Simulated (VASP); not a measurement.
# Pt (Im-3m) in VASP: notebook

The runs below take Pt through single point, with PBEsol.

All numbers are computed with VASP 6.6.1; they aren't measurements. Logs are shortened: lines on timing, memory, paths and dates and some standing lists are left out, and cuts for length are marked.

**1. The cell of the first run**

The structure is cubic, space group Im-3m (No. 229). The conventional cell has a = 3.168 Å, b = 3.168 Å, c = 3.168 Å, α = 90.00°, β = 90.00°, γ = 90.00°. Within 3.6 Å of Pt (site symmetry m-3m) lie 14 Pt at 2.74 to 3.17 Å.

**2. Single point, PBEsol**

INCAR reads:

```
  PREC = Accurate
  ENCUT = 500
  EDIFF = 1E-6
  ISMEAR = 1
  SIGMA = 0.05
  LREAL = False
  LASPH = True
  NELM = 120
  ALGO = Normal
  ISIF = 2
  LWAVE = False
  LCHARG = True
  GGA = PS
  LELF = True
  LVHAR = True
  NBANDS = 11
  GGA_COMPAT = False
```

KPOINTS reads:

```
regular mesh
0
Gamma
  6 6 6
```

POSCAR reads:

```
Pt
1.0
   -1.5842200000      1.5842200000      1.5842200000
    1.5842200000     -1.5842200000      1.5842200000
    1.5842200000      1.5842200000     -1.5842200000
Pt
1
Direct
    0.0000000000      0.0000000000      0.0000000000
```

Potentials or basis: VASP PAW PBE potentials, release 64 (Pt).

Launch:

```
$ cat potpaw_PBE.64/Pt/POTCAR > POTCAR
$ mpirun -np 1 vasp_std > vasp.out
```

OUTCAR:

```text
PREC = Accurate
   ENCUT = 500
   EDIFF = 1E-6
   ISMEAR = 1
   LREAL = False
   LASPH = True
   NELM = 120
   ISIF = 2
   GGA = PS

 ion  position               nearest neighbor table
   1  0.000  0.000  0.000-

  LATTYP: Found a body centered cubic cell.
 ALAT       =     3.1684400000

  Lattice vectors:

 A1 = (  -1.5842200000,   1.5842200000,   1.5842200000)
 A2 = (   1.5842200000,  -1.5842200000,   1.5842200000)
 A3 = (   1.5842200000,   1.5842200000,  -1.5842200000)

Analysis of symmetry for initial positions (statically):
=====================================================================
 Subroutine PRICEL returns:
 Original cell was already a primitive cell.

 Routine SETGRP: Setting up the symmetry group for a
 body centered cubic supercell.

 Subroutine GETGRP returns: Found 48 space group operations
 (whereof 48 operations were pure point group operations)
 out of a pool of 48 trial point group operations.

The static configuration has the point symmetry O_h .

Analysis of symmetry for dynamics (positions and initial velocities):
=====================================================================
 Subroutine PRICEL returns:
 Original cell was already a primitive cell.

 Routine SETGRP: Setting up the symmetry group for a
 body centered cubic supercell.

 Subroutine GETGRP returns: Found 48 space group operations
 (whereof 48 operations were pure point group operations)
 out of a pool of 48 trial point group operations.

The dynamic configuration has the point symmetry O_h .

 Subroutine INISYM returns: Found 48 space group operations
 (whereof 48 operations are pure point group operations),
 and found     1 'primitive' translations

----------------------------------------------------------------------------------------

                                     Primitive cell

  volume of cell :      15.9040

  direct lattice vectors                    reciprocal lattice vectors
    -1.584220000  1.584220000  1.584220000     0.000000000  0.315612731  0.315612731
     1.584220000 -1.584220000  1.584220000     0.315612731  0.000000000  0.315612731
     1.584220000  1.584220000 -1.584220000     0.315612731  0.315612731  0.000000000

  length of vectors
     2.743949530  2.743949530  2.743949530     0.446343804  0.446343804  0.446343804

  position of ions in fractional coordinates (direct lattice)
[... 72 lines left out ...]
   IBRION =     -1    ionic relax: 0-MD 1-quasi-New 2-CG
   NFREE  =      0    steps in history (QN), initial steepest desc. (CG)
   ISIF   =      2    stress and relaxation
   ISYM   =      2    0-nonsym 1-usesym 2-fastsym
   POTIM  = 0.5000    time-step for ionic-motion
   TEBEG  =    0.0;   TEEND  =   0.0 temperature during run
   PSTRESS=    0.0 pullay stress
   NELECT =      10.0000    total number of electrons
   NUPDOWN=      -1.0000    fix difference up-down
   EMIN   =  10.00;   EMAX   =-10.00  energy-range for DOS
   EFERMI =   0.00;   METHOD = LEGACY
   ISMEAR =     1;   SIGMA  =   0.05  broadening in eV -4-tet -1-fermi 0-gaus
   EFERMI_NEDOS =   21; number of points for ismear=-14 and -15
   IALGO  =     38    algorithm
   IMIX   =      4    mixing-type and parameters
     AMIX     =   0.40;   BMIX     =  1.00
     AMIX_MAG =   1.60;   BMIX_MAG =  1.00
  volume/ion in A,a.u.               =      15.90       107.33
  Fermi-wavevector in a.u.,A,eV,Ry     =   1.402510  2.650360 26.763132  1.967035
  Thomas-Fermi vector in A             =   2.525265
   LORBIT       =      0    0 simple, 1 ext, 2 COOP (PROOUT), +10 PAW based schemes
   GGA     = PS    functional components
   LHFCALC =     F    Hartree Fock is set to
   AEXX    =    0.0000 exact exchange contribution
   IVDW    =     0    specifies the selected vdW correction
   LEPSILON=     F    determine dielectric tensor
   LRPA    =     F    only Hartree local field effects (RPA)
 non-spin polarized calculation
 Methfessel and Paxton  Order N= 1 SIGMA  =   0.05
  energy-cutoff  :      500.00
  volume of cell :       15.90
 maximum number of plane-waves:       418
   NGX =  9   NGY =  9   NGZ =  9

 number of electron      10.0000000 magnetization

 Free energy of the ion-electron system (eV)
  ---------------------------------------------------
  ext. energy  EPLUGINS =         0.00000000
  ---------------------------------------------------
  free energy    TOTEN  =        -6.82244330 eV

  energy without entropy =       -6.82211497  energy(sigma->0) =       -6.82233386

 E-fermi :   9.7673     XC(G=0): -13.3016

 val. band max:        9.5278649606   @ k =   0.3333   0.0000   0.0000
 cond. band min:       9.7969787793   @ k =  -0.3333   0.5000   0.1667
 fundamental gap:      0.2691138187
 Fermi energy:         9.7673487375

 k-point     1 :       0.0000    0.0000    0.0000
  band No.  band energies     occupation
      1       0.4055      2.00000
      2       6.4932      2.00000
      3       6.4932      2.00000
      4       6.4932      2.00000
      5       8.9655      2.00000
      6       8.9655      2.00000
      7      26.9827      0.00000
      8      26.9827      0.00000
      9      26.9827      0.00000
     10      36.9020      0.00000
     11      36.9034      0.00000
[... 197 lines left out ...]
 k-point    16 :       0.5000    0.5000    0.5000
  band No.  band energies     occupation
      1       3.9029      2.00000
      2       3.9029      2.00000
      3      10.4769     -0.00000
      4      10.4769     -0.00000
      5      10.4769     -0.00000
      6      17.5015      0.00000
      7      17.5015      0.00000
      8      17.5015      0.00000
      9      22.5324      0.00000
     10      28.8254      0.00000
     11      28.8254      0.00000

------------------------ aborting loop because EDIFF is reached ----------------------------------------

  FORCE on cell =-STRESS in cart. coord.  units (eV):
  Direction    XX          YY          ZZ          XY          YZ          ZX
  --------------------------------------------------------------------------------------
  -------------------------------------------------------------------------------------
  Total       -1.0584987     -1.0584987     -1.0584987     -0.0000000     -0.0000000      0.0000000
  in kB     -106.6336932   -106.6336932   -106.6336932     -0.0000000     -0.0000000      0.0000000
  external PRESSURE =    -106.6336932 kB  Pullay stress =       0.0000000 kB

 VOLUME and BASIS-vectors are now :
 -----------------------------------------------------------------------------
  energy-cutoff  :      500.00
  volume of cell :       15.90
      direct lattice vectors                 reciprocal lattice vectors
    -1.584220000  1.584220000  1.584220000     0.000000000  0.315612731  0.315612731
     1.584220000 -1.584220000  1.584220000     0.315612731  0.000000000  0.315612731
     1.584220000  1.584220000 -1.584220000     0.315612731  0.315612731  0.000000000

 POSITION                                       TOTAL-FORCE (eV/Angst)
 -----------------------------------------------------------------------------------
      0.00000      0.00000      0.00000         0.000000      0.000000      0.000000
 -----------------------------------------------------------------------------------
    total drift:                                0.000000     -0.000000      0.000000

  FREE ENERGIE OF THE ION-ELECTRON SYSTEM (eV)
  ---------------------------------------------------
  free  energy   TOTEN  =        -6.8224433016 eV

  energy  without entropy=       -6.8221149701  energy(sigma->0) =       -6.82233386
```

OSZICAR:

```text
N       E                     dE             d eps       ncg     rms          rms(c)
DAV:   1     0.399570770708E+02    0.39957E+02   -0.50099E+03   352   0.794E+02
DAV:   2    -0.655089845210E+01   -0.46508E+02   -0.45025E+02   409   0.173E+02
DAV:   3    -0.723610445289E+01   -0.68521E+00   -0.67886E+00   417   0.202E+01
DAV:   4    -0.723842965266E+01   -0.23252E-02   -0.23250E-02   397   0.139E+00
DAV:   5    -0.723844795232E+01   -0.18300E-04   -0.18300E-04   421   0.115E-01    0.110E+01
DAV:   6    -0.685246706660E+01    0.38598E+00   -0.93536E-01   373   0.756E+00    0.567E+00
DAV:   7    -0.682593608554E+01    0.26531E-01   -0.68522E-02   397   0.199E+00    0.254E+00
DAV:   8    -0.682258300747E+01    0.33531E-02   -0.18299E-03   388   0.265E-01    0.252E-01
DAV:   9    -0.682244015775E+01    0.14285E-03   -0.61727E-04   394   0.190E-01    0.943E-03
DAV:  10    -0.682244326106E+01   -0.31033E-05   -0.34847E-06   425   0.213E-02    0.114E-02
DAV:  11    -0.682244330163E+01   -0.40565E-07   -0.94835E-07   227   0.730E-03
   1 F= -.68224433E+01 E0= -.68223339E+01  d E =-.328332E-03
```

stdout:

```text
POSCAR found type information on POSCAR Pt
 POSCAR found :  1 types and       1 ions
 scaLAPACK will be used
 -----------------------------------------------------------------------------
|                                                                             |
|                                                                             |
|     You enforced a specific xc type in the INCAR file but a different       |
|     I HOPE YOU KNOW WHAT YOU ARE DOING!                                     |
|                                                                             |
 -----------------------------------------------------------------------------

 LDA part: xc-table for (Slater+PW92), standard interpolation
 POSCAR, INCAR and KPOINTS ok, starting setup
 FFT: planning ... GRIDC
 FFT: planning ... GRID_SOFT
 FFT: planning ... GRID
 WAVECAR not read
 entering main loop
```

Run time: 4.3 s. Hardware: 1 thread of Intel Xeon 6975P-C, shared host; peak memory 0.12 GiB.

What came out:

```
Free energy            : -6.8224 eV
Pressure               : -10.7 GPa
Band gap on the k mesh : zero (band 5 reaches 10.86 eV, above the bottom of band 6 at 8.97 eV)
```

Levels at points of the mesh, in eV from the Fermi level:
```csv
k point,band 2,band 3,band 4,band 5,band 6,band 7,band 8,band 9
"(0.00, 0.00, 0.00)",-3.27,-3.27,-3.27,-0.80,-0.80,17.22,17.22,17.22
"(0.50, 0.00, 0.00)",-4.69,-0.98,-0.48,0.36,1.23,6.37,13.36,15.90
"(0.50, 0.50, 0.50)",-5.86,0.71,0.71,0.71,7.73,7.73,7.73,12.77
```

Caveat: the k points lie up to 0.47 Å⁻¹ apart; the PAW data sets were made with another functional, which shifts forces and pressure a little; spin-orbit coupling is left out, which moves the levels of the heavy elements.

**3. Single point, PBEsol**

INCAR reads:

```
  ALGO = Normal
  EDIFF = 1E-6
  ENCUT = 500
  GGA = PS
  GGA_COMPAT = False
  ISIF = 2
  ISMEAR = 1
  LASPH = True
  LCHARG = True
  LELF = True
  LREAL = False
  LVHAR = True
  LWAVE = False
  NBANDS = 11
  NELM = 120
  PREC = Accurate
  SIGMA = 0.05
```

KPOINTS reads:

```
k-points
0
Gamma
  8 8 8
```

POSCAR is that of step 2.

Potentials or basis: VASP PAW PBE potentials, release 64 (Pt).

Launch:

```
$ cat potpaw_PBE.64/Pt/POTCAR > POTCAR
$ mpirun -np 1 vasp_std > vasp.out
```

It took 6.8 s on 1 thread of Intel Xeon 6975P-C, shared host; peak memory 0.13 GiB.

It converged, with:

- Free energy: -6.7530 eV
- Pressure: -9.8 GPa
- Band gap on the k mesh: zero (band 5 reaches 10.89 eV, above the bottom of band 6 at 8.96 eV)

Levels at points of the mesh, in eV from the Fermi level:
| k point | band 3 | band 4 | band 5 | band 6 | band 7 | band 8 |
| --- | --- | --- | --- | --- | --- | --- |
| (0.00, 0.00, 0.00) | -3.51 | -3.51 | -1.02 | -1.02 | 17.00 | 17.00 |
| (0.50, 0.00, 0.00) | -1.21 | -0.70 | 0.14 | 0.99 | 6.15 | 13.15 |
| (0.50, 0.50, 0.50) | 0.47 | 0.47 | 0.47 | 7.52 | 7.52 | 7.52 |

Caveat: the PAW data sets were made with another functional, which shifts forces and pressure a little; spin-orbit coupling is left out, which moves the levels of the heavy elements.

**4. Single point, PBEsol**

INCAR reads:

```
  PREC = Accurate
  ENCUT = 500
  EDIFF = 1E-6
  ISMEAR = 1
  SIGMA = 0.05
  LREAL = F
  LASPH = T
  NELM = 120
  ALGO = Normal
  ISIF = 2
  LWAVE = F
  LCHARG = T
  GGA = PS
  LELF = T
  LVHAR = T
  NBANDS = 11
  GGA_COMPAT = F
```

KPOINTS reads:

```
Automatic mesh
0
Gamma
  10 10 10
```

POSCAR is that of step 3.

Potentials or basis: VASP PAW PBE potentials, release 64 (Pt).

Launch:

```
$ cat potpaw_PBE.64/Pt/POTCAR > POTCAR
$ mpirun -np 1 vasp_std > vasp.out
```

OUTCAR:

```text
PREC = Accurate
   ENCUT = 500
   EDIFF = 1E-6
   ISMEAR = 1
   LREAL = F
   LASPH = T
   NELM = 120
   ISIF = 2
   GGA = PS

 ion  position               nearest neighbor table
   1  0.000  0.000  0.000-

  LATTYP: Found a body centered cubic cell.
 ALAT       =     3.1684400000

  Lattice vectors:

 A1 = (  -1.5842200000,   1.5842200000,   1.5842200000)
 A2 = (   1.5842200000,  -1.5842200000,   1.5842200000)
[... 513 lines left out ...]
      9      28.2789      0.00000
     10      31.7520      0.00000
     11      32.9455      0.00000

 [... further k-points ...]

------------------------ aborting loop because EDIFF is reached ----------------------------------------

  FORCE on cell =-STRESS in cart. coord.  units (eV):
  Direction    XX          YY          ZZ          XY          YZ          ZX
  --------------------------------------------------------------------------------------
  -------------------------------------------------------------------------------------
  Total       -1.1238826     -1.1238826     -1.1238826     -0.0000000     -0.0000000      0.0000000
  in kB     -113.2205027   -113.2205027   -113.2205027     -0.0000000     -0.0000000      0.0000000
  external PRESSURE =    -113.2205027 kB  Pullay stress =       0.0000000 kB

 VOLUME and BASIS-vectors are now :
 -----------------------------------------------------------------------------
  energy-cutoff  :      500.00
  volume of cell :       15.90
      direct lattice vectors                 reciprocal lattice vectors
    -1.584220000  1.584220000  1.584220000     0.000000000  0.315612731  0.315612731
     1.584220000 -1.584220000  1.584220000     0.315612731  0.000000000  0.315612731
     1.584220000  1.584220000 -1.584220000     0.315612731  0.315612731  0.000000000

 POSITION                                       TOTAL-FORCE (eV/Angst)
 -----------------------------------------------------------------------------------
      0.00000      0.00000      0.00000        -0.000000      0.000000      0.000000
 -----------------------------------------------------------------------------------
    total drift:                                0.000000     -0.000000      0.000000

  FREE ENERGIE OF THE ION-ELECTRON SYSTEM (eV)
  ---------------------------------------------------
  free  energy   TOTEN  =        -6.8296274945 eV

  energy  without entropy=       -6.8300391799  energy(sigma->0) =       -6.82976472
```

OSZICAR:

```text
N       E                     dE             d eps       ncg     rms          rms(c)
DAV:   1     0.376547893483E+02    0.37655E+02   -0.52814E+03  1074   0.816E+02
DAV:   2    -0.666609040601E+01   -0.44321E+02   -0.42275E+02  1196   0.171E+02
DAV:   3    -0.727238055040E+01   -0.60629E+00   -0.60583E+00  1227   0.192E+01
DAV:   4    -0.727469555439E+01   -0.23150E-02   -0.23149E-02  1178   0.138E+00
DAV:   5    -0.727471465939E+01   -0.19105E-04   -0.19105E-04  1226   0.116E-01    0.111E+01
DAV:   6    -0.687050061188E+01    0.40421E+00   -0.97479E-01  1103   0.759E+00    0.559E+00
DAV:   7    -0.683351251435E+01    0.36988E-01   -0.13662E-01  1187   0.277E+00    0.237E+00
DAV:   8    -0.683044686021E+01    0.30657E-02   -0.11928E-02  1121   0.962E-01    0.791E-01
DAV:   9    -0.682962167640E+01    0.82518E-03   -0.18855E-03  1136   0.363E-01    0.155E-02
DAV:  10    -0.682962653272E+01   -0.48563E-05   -0.10679E-05  1232   0.284E-02    0.660E-03
DAV:  11    -0.682962749453E+01   -0.96181E-06   -0.28780E-07   715   0.529E-03
   1 F= -.68296275E+01 E0= -.68297647E+01  d E =0.411685E-03
```

Run time: 6.4 s. Hardware: 1 thread of Intel Xeon 6975P-C, shared host; peak memory 0.13 GiB.

Results:

| Quantity | Value |
| --- | --- |
| Free energy | -6.8296 eV |
| Pressure | -11.3 GPa |
| Band gap on the k mesh | zero (band 5 reaches 10.89 eV, above the bottom of band 6 at 8.82 eV) |

Levels at points of the mesh, in eV from the Fermi level:
```csv
k point,band 1,band 2,band 3,band 4,band 5,band 6,band 7,band 8,band 9,band 10
"(0.00, 0.00, 0.00)",-9.66,-3.62,-3.62,-3.62,-1.12,-1.12,16.92,16.92,16.92,26.85
"(0.50, 0.00, 0.00)",-6.70,-5.03,-1.31,-0.80,0.06,0.87,6.04,13.07,15.58,23.82
"(0.50, 0.50, 0.50)",-6.17,-6.17,0.36,0.36,0.36,7.43,7.43,7.43,12.46,18.75
```

Caveat: the PAW data sets were made with another functional, which shifts forces and pressure a little; spin-orbit coupling is left out, which moves the levels of the heavy elements.

**5. Overview**

| k mesh | gap on the mesh (eV) | pressure (GPa) |
| --- | --- | --- |
| 6 × 6 × 6 | none | -10.7 |
| 8 × 8 × 8 | none | -9.8 |
| 10 × 10 × 10 | none | -11.3 |

Alike in all rows: task single point; level PBEsol; potentials or basis VASP PAW PBE potentials, release 64 (Pt); no spin polarisation; cell as given; cutoff (eV) 500; smearing methfessel-paxton 0.05 eV.

Caveats: some runs use coarse meshes; the PAW data sets were made with another functional, which shifts forces and pressure a little; spin-orbit coupling is left out, which moves the levels of the heavy elements.

Total energies depend on the potentials used, so only differences within one code and one set of settings carry meaning.
